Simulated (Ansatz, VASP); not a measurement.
GaN: VASP beside Ansatz

Contents of INCAR:

```
SYSTEM = GaN
PREC = Accurate
ENCUT = 520
EDIFF = 1E-7
ISMEAR = 0
SIGMA = 0.05
LREAL = .False.
LASPH = .True.
NELM = 80
ALGO = Normal
ISIF = 2
LWAVE = .False.
LCHARG = .False.
GGA = PE
NBANDS = 26
```

File KPOINTS:

```
regular mesh
0
Gamma
  12 12 6
  0 0 0
```

POSCAR

```
GaN
1.0
    3.2667053502      0.0000000000      0.0000000000
   -1.6333526751      2.7872412019      0.0000000000
    0.0000000000      0.0000000000      5.2430304702
Ga N
2 2
Direct
    0.3333333333      0.6666666667      0.9991316875
    0.6666666667      0.3333333333      0.4991316875
    0.3333333333      0.6666666667      0.3758683125
    0.6666666667      0.3333333333      0.8758683125
```

Input for Ansatz:

```yaml
crystal:
  lattice:
    - [3.2667053502, 0.0, 0.0]
    - [-1.6333526751, 2.7872412019, 0.0]
    - [0.0, 0.0, 5.2430304702]
  atoms:
    - { symbol: Ga, position: [0.3333333333, 0.6666666667, 0.9991316875] }
    - { symbol: Ga, position: [0.6666666667, 0.3333333333, 0.4991316875] }
    - { symbol: "N", position: [0.3333333333, 0.6666666667, 0.3758683125] }
    - { symbol: "N", position: [0.6666666667, 0.3333333333, 0.8758683125] }
basis:
  ecutwfc: 420
kpoints:
  mp_grid: { grid: [12, 12, 6] }
hamiltonian:
  xc: pbe
scf:
  occupations: { method: gaussian, width: 0.05 }
output:
  forces: true
  stress: true
  eigenvalues: true
```

Change from the starting cell: strain +0.0150 x Voigt [1, 0, 0, 0, 0, 0], atoms carried along.

Alike in both runs: task single point; functional PBE; k mesh 12 × 12 × 6; occupations gaussian, width 0.05 eV; no spin polarisation.

```csv
,VASP,Ansatz
version,VASP 6.6.1,Ansatz 0.2.0
potentials or method,"VASP PAW PBE potentials, release 64 (Ga_d, N), cutoff 520 eV","scalar-relativistic, plane waves, PAW"
valence electrons in the cell,36,36
```

|  | VASP | Ansatz | Ansatz less VASP |
| --- | --- | --- | --- |
| gap on the k mesh at the Fermi level (eV) | 1.60 | 1.60 | -0.004 |
| least direct gap on the mesh (eV) | 1.60 | 1.60 | -0.004 |
| pressure (GPa) | -2.3 | -2.4 | -0.15 |
| traceless stress, the component that is largest in VASP (GPa) | -2.85 | -2.85 | +0.002 |
| rms of the force components (eV/Å) | 0.069 | 0.070 | +0.0011 |

Atom by atom the forces differ by 0.001 eV/Å (rms over components).
